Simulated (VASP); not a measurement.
Input of a VASP 6.6.1 run:

INCAR

```
PREC     = Accurate       # precision mode
ENCUT    = 600            # plane-wave cutoff, eV
EDIFF    = 1E-7           # SCF threshold, eV
ISMEAR   = 0              # smearing method
SIGMA    = 0.1            # smearing width, eV
LREAL    = F              # projectors in reciprocal space
LASPH    = T              # aspherical terms in the spheres
NELM     = 80             # most SCF steps
ALGO     = Normal         # electronic algorithm
ISIF     = 3              # what is computed and relaxed
LWAVE    = F              # write WAVECAR
LCHARG   = F              # write CHGCAR
GGA      = PE             # functional
IBRION   = 2              # ionic algorithm
NSW      = 90             # ionic steps
EDIFFG   = -0.04          # ionic threshold
```

The input KPOINTS:

```
Automatic mesh
0
Gamma
  4 4 4
```

File POSCAR:

```
ZrGa3As4
1.0
    5.2275000000      0.0000000000      0.0000000000
    0.0000000000      5.2275000000      0.0000000000
    0.0000000000      0.0000000000      5.2275000000
Zr Ga As
1 3 4
Direct
    0.5000000000      0.5000000000      0.5000000000
    0.5000000000      0.0000000000      0.0000000000
    0.0000000000      0.5000000000      0.0000000000
    0.0000000000      0.0000000000      0.5000000000
    0.0000000000      0.5000000000      0.5000000000
    0.5000000000      0.0000000000      0.5000000000
    0.5000000000      0.5000000000      0.0000000000
    0.0000000000      0.0000000000      0.0000000000
```

Potentials or basis: VASP PAW PBE potentials, release 64 (Zr_sv, Ga_d, As).

The run is started by

```console
$ cat potpaw_PBE.64/Zr_sv/POTCAR potpaw_PBE.64/Ga_d/POTCAR potpaw_PBE.64/As/POTCAR > POTCAR
$ mpirun -np 1 vasp_std > vasp.out
```

Task: Estimate the relaxed cell.

Result: a = 5.475 Å, b = 5.475 Å, c = 5.475 Å, α = 90.00°, β = 90.00°, γ = 90.00°.

Task: Estimate the relaxed volume.

Result: 20.51 Å³/atom.

Final structure:
```xyz
8
Lattice="5.4749 0.0000 0.0000 0.0000 5.4749 0.0000 0.0000 0.0000 5.4749" Properties=species:S:1:pos:R:3 pbc="T T T"
Zr    2.7374    2.7374    2.7374
Ga    2.7374    0.0000    0.0000
Ga    0.0000    2.7374    0.0000
Ga    0.0000    0.0000    2.7374
As    0.0000    2.7374    2.7374
As    2.7374    0.0000    2.7374
As    2.7374    2.7374    0.0000
As    0.0000    0.0000    0.0000
```

Caveat: an odd number of electrons without spin polarisation forces a metal; a magnetic or distorted state may lie lower.
